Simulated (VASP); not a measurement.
Crystal: Re2P3.

```
Re P
1.0
     3.38400    0.00000    0.00000
    -1.69200    2.93063    0.00000
     0.00000    0.00000    8.29672
Re P
2 3
Direct
  0.33333 0.66667 0.83200
  0.66667 0.33333 0.16800
  0.66667 0.33333 0.66400
  0.00000 0.00000 0.00000
  0.33333 0.66667 0.33600
```

* Program: VASP 6.6.1
* Task: relaxation of cell and atoms
* Functional: PBE
* Dispersion: D3(BJ)
* Potentials or basis: VASP PAW PBE potentials, release 64 (Re, P)
* Cutoff: 600 eV
* k mesh: 6 × 6 × 2
* Occupations: gaussian, width 0.1 eV
* Spin: no spin polarisation

At the start: pressure 2.7 GPa; volume 16.46 Å³/atom.

Task: Where does the relaxation end?

Result: Over 30 steps the energy falls by 422.3 meV/atom and the volume is 14.27 Å³/atom (-13.3 %); space group P-3m1 (No. 164, to 0.1 Å) before and after.

Step by step:
| step | energy change (eV) | largest force (eV/Å) | pressure (GPa) | volume (Å³) |
| --- | --- | --- | --- | --- |
| 1 | 0.0000 | 1.0492 | 2.66 | 82.28 |
| 2 | -0.6763 | 1.2014 | -8.35 | 85.33 |
| 3 | -0.8459 | 1.3452 | -19.07 | 88.43 |
| 4 | -0.8844 | 1.1630 | -16.00 | 87.43 |
| 5 | -1.1146 | 1.0673 | -15.31 | 86.15 |
| 6 | -1.6900 | 0.5835 | -11.90 | 81.98 |
| 7 | -1.0969 | 2.3184 | 13.31 | 72.50 |
| 8 | -1.7799 | 0.1907 | -9.97 | 80.60 |
| 9 | -1.7943 | 1.3037 | -1.47 | 76.67 |
| 10 | -1.8429 | 0.2924 | -7.60 | 79.19 |
| 11 | -1.8527 | 0.5339 | -6.52 | 78.66 |
| 12 | -1.9115 | 0.4925 | -3.71 | 77.41 |
| 13 | -1.9397 | 0.7724 | -0.02 | 75.98 |
| 14 | -1.9400 | 0.8079 | 0.47 | 75.80 |
| 15 | -1.9560 | 0.6224 | -0.23 | 75.67 |
| 16 | -1.9728 | 0.4571 | -1.91 | 75.31 |
| 17 | -1.9884 | 0.4856 | -0.35 | 74.39 |
| 18 | -1.9976 | 0.5151 | 1.89 | 73.18 |
| 19 | -2.0133 | 0.5165 | 1.42 | 73.02 |
| 20 | -2.0524 | 0.4598 | 0.07 | 72.54 |
| 21 | -2.0853 | 0.4168 | -2.06 | 71.59 |
| 22 | -2.0976 | 0.2511 | -0.57 | 70.91 |
| 23 | -2.0998 | 0.1649 | 0.58 | 70.44 |
| 24 | -2.0999 | 0.1742 | 0.49 | 70.49 |
| 25 | -2.1034 | 0.1421 | 0.31 | 70.65 |
| 26 | -2.1094 | 0.0707 | -0.22 | 71.13 |
| 27 | -2.1085 | 0.0637 | -1.01 | 72.10 |
| 28 | -2.1109 | 0.0243 | -0.60 | 71.55 |
| 29 | -2.1112 | 0.0707 | 0.46 | 71.28 |
| 30 | -2.1114 | 0.0390 | 0.08 | 71.37 |

Final structure:
```yaml
crystal:
  lattice:
    - [2.91915, 0.00000, 0.00000]
    - [-1.45958, 2.52806, 0.00000]
    - [0.00000, 0.00000, 9.67157]
  atoms:
    - { symbol: Re, position: [0.33333, 0.66667, 0.79890] }
    - { symbol: Re, position: [0.66667, 0.33333, 0.20110] }
    - { symbol: P, position: [0.66667, 0.33333, 0.62508] }
    - { symbol: P, position: [0.00000, 0.00000, 0.00000] }
    - { symbol: P, position: [0.33333, 0.66667, 0.37492] }
```

Caveat: the k points lie up to 0.41 Å⁻¹ apart in the final cell, too coarse for converged energies and pressures of a metal; a cell axis changed by over 15 % at a fixed basis, so the end point is rough.
